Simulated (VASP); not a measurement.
A run of VASP 6.6.1:

Contents of INCAR:

```
ALGO = Normal ; EDIFF = 1E-7
ENCUT = 520 ; GGA = PE
ISIF = 2 ; ISMEAR = 0
LASPH = T ; LCHARG = F
LREAL = F ; LWAVE = F
NBANDS = 19 ; NELM = 60
PREC = Accurate ; SIGMA = 0.1
```

File KPOINTS:

```
k-points
0
Gamma
  14 14 14
```

POSCAR

```
BeAg2
1.0
    0.0000000000      2.8882935394      2.8882935394
    2.8882935394      0.0000000000      2.8882935394
    2.8882935394      2.8882935394      0.0000000000
Be Ag
1 2
Direct
    0.0000000000      0.0000000000      0.0000000000
    0.2500000000      0.2500000000      0.2500000000
    0.7500000000      0.7500000000      0.7500000000
```

Potentials or basis: VASP PAW PBE potentials, release 64 (Be, Ag).

Launch:

```bash
$ cat potpaw_PBE.64/Be/POTCAR potpaw_PBE.64/Ag/POTCAR > POTCAR
$ mpirun -np 1 vasp_std > vasp.out
```

Hardware: 1 thread of Intel(R) Xeon(R) Platinum 8488C (Sapphire Rapids) (shared host).

Problem. How long does it take, and how much memory?

Solution. Run time: 74 s on 1 thread of Intel(R) Xeon(R) Platinum 8488C (Sapphire Rapids), on a shared host, peak memory 0.22 GiB. Counts: scf iterations 14, k points 104.
